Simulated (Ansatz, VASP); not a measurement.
HfN: VASP beside Ansatz

INCAR

```
PREC = Accurate
ENCUT = 520
EDIFF = 1E-6
ISMEAR = 0
SIGMA = 0.15
LREAL = F
LASPH = T
NELM = 80
ALGO = Fast
ISIF = 2
LWAVE = F
LCHARG = T
GGA = PS
LELF = T
LVHAR = T
NBANDS = 14
```

The input KPOINTS:

```
Automatic mesh
0
Gamma
  22 22 22
```

POSCAR

```
HfN
1.0
    0.0000000000      2.1597615043      2.4335340893
    2.7073066743      0.0000000000      2.4335340893
    2.7073066743      2.1597615043      0.0000000000
Hf N
1 1
Direct
    0.0000000000      0.0000000000      0.0000000000
    0.7500000000      0.7500000000      0.7500000000
```

Input for Ansatz:

```yaml
crystal:
  lattice:
    - [0.0, 2.1597615043, 2.4335340893]
    - [2.7073066743, 0.0, 2.4335340893]
    - [2.7073066743, 2.1597615043, 0.0]
  atoms:
    - { symbol: Hf, position: [0.0, 0.0, 0.0] }
    - { symbol: "N", position: [0.75, 0.75, 0.75] }
basis:
  ecutwfc: 420
kpoints:
  mp_grid: { grid: [22, 22, 22] }
hamiltonian:
  xc: pbesol
scf:
  occupations: { method: gaussian, width: 0.15 }
output:
  forces: true
  stress: true
  eigenvalues: true
```

Change from the starting cell: strain +0.1125 x Voigt [1, -1, 0, 0, 0, 0], atoms carried along.

Alike in both runs: task single point; functional PBEsol; k mesh 22 × 22 × 22; occupations gaussian, width 0.15 eV; no spin polarisation.

|  | VASP | Ansatz |
| --- | --- | --- |
| version | VASP 6.6.1 | Ansatz 0.2.0 |
| potentials or method | VASP PAW PBE potentials, release 64 (Hf_pv, N), cutoff 520 eV | scalar-relativistic, plane waves, PAW |
| valence electrons in the cell | 15 | 31 |

|  | VASP | Ansatz | Ansatz less VASP |
| --- | --- | --- | --- |
| gap on the k mesh at the Fermi level (eV) | none | none | - |
| pressure (GPa) | -0.7 | 0.2 | +0.93 |
| traceless stress, the component that is largest in VASP (GPa) | -15.61 | -15.51 | +0.100 |

VASP's potentials were made for PBE, not for PBEsol. A gap of «none» marks a metal or a gap that the smearing closes. VASP's potentials hold 15 valence electrons a cell and Ansatz's 31, so a difference there can come from the potentials and not from the codes.

Spin-orbit coupling is off throughout.
